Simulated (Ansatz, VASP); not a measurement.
**Two plane-wave programs on Mg3CdSe4**

File INCAR:

```
SYSTEM = Mg3CdSe4
PREC = Accurate ; ENCUT = 600
EDIFF = 1E-6 ; ISMEAR = 0
SIGMA = 0.1 ; LREAL = .FALSE.
LASPH = .TRUE. ; NELM = 60
ALGO = Normal ; ISIF = 3
LWAVE = .FALSE. ; LCHARG = .FALSE.
GGA = PE ; IBRION = 2
NSW = 100 ; EDIFFG = -0.01
```

Contents of KPOINTS:

```
Automatic mesh
0
G
  8 8 8
  0 0 0
```

Contents of POSCAR:

```
Mg3CdSe4
1.0
    5.5805012000      0.0000000000      0.0000000000
    0.0000000000      5.5805012000      0.0000000000
    0.0000000000      0.0000000000      5.5805012000
Mg Cd Se
3 1 4
Direct
    0.5000000000      0.0000000000      0.0000000000
    0.0000000000      0.0000000000      0.5000000000
    0.0000000000      0.5000000000      0.0000000000
    0.5000000000      0.5000000000      0.5000000000
    0.0000000000      0.5000000000      0.5000000000
    0.5000000000      0.5000000000      0.0000000000
    0.0000000000      0.0000000000      0.0000000000
    0.5000000000      0.0000000000      0.5000000000
```

Input for Ansatz:

```yaml
crystal:
  lattice:
    - [5.5805012, 0.0, 0.0]
    - [0.0, 5.5805012, 0.0]
    - [0.0, 0.0, 5.5805012]
  atoms:
    - { symbol: Mg, position: [0.5, 0.0, 0.0] }
    - { symbol: Mg, position: [0.0, 0.0, 0.5] }
    - { symbol: Mg, position: [0.0, 0.5, 0.0] }
    - { symbol: Cd, position: [0.5, 0.5, 0.5] }
    - { symbol: Se, position: [0.0, 0.5, 0.5] }
    - { symbol: Se, position: [0.5, 0.5, 0.0] }
    - { symbol: Se, position: [0.0, 0.0, 0.0] }
    - { symbol: Se, position: [0.5, 0.0, 0.5] }
basis:
  ecutwfc: 420
kpoints:
  mp_grid: { grid: [8, 8, 8] }
hamiltonian:
  xc: pbe
scf:
  occupations: { method: gaussian, width: 0.1 }
output:
  forces: true
  stress: true
  eigenvalues: true
  write_density: true
  write_potential: true
  elf: true
  volumetric_format: npy
relax:
  adjacent_minimum: "off"
  f_tol: 0.01
  max_steps: 80
  cell: { stress_tol: 0.05 }
```

Alike in both runs: task relaxation of cell and atoms; functional PBE; k mesh 8 × 8 × 8; occupations gaussian, width 0.1 eV; no spin polarisation.

|  | VASP | Ansatz |
| --- | --- | --- |
| version | VASP 6.6.1 | Ansatz 0.2.0 |
| potentials or method | VASP PAW PBE potentials, release 64 (Mg, Cd, Se), cutoff 600 eV | scalar-relativistic, plane waves, PAW |
| valence electrons in the cell | 42 | 114 |

|  | VASP | Ansatz | Ansatz less VASP |
| --- | --- | --- | --- |
| gap on the k mesh at the Fermi level, each at its own relaxed structure (eV) | none | none | - |
| relaxed volume (Å³/atom) | 21.72 | 21.72 | 0.000 |
| relaxed cell length with the largest relative difference (Å) | 5.580 | 5.580 | 0.0000 |

A gap of «none» marks a metal or a gap that the smearing closes. VASP's potentials hold 42 valence electrons a cell and Ansatz's 114, so a difference there can come from the potentials and not from the codes.

Noted on VASP's run: the relaxation stopped at its first step, so nothing moved.
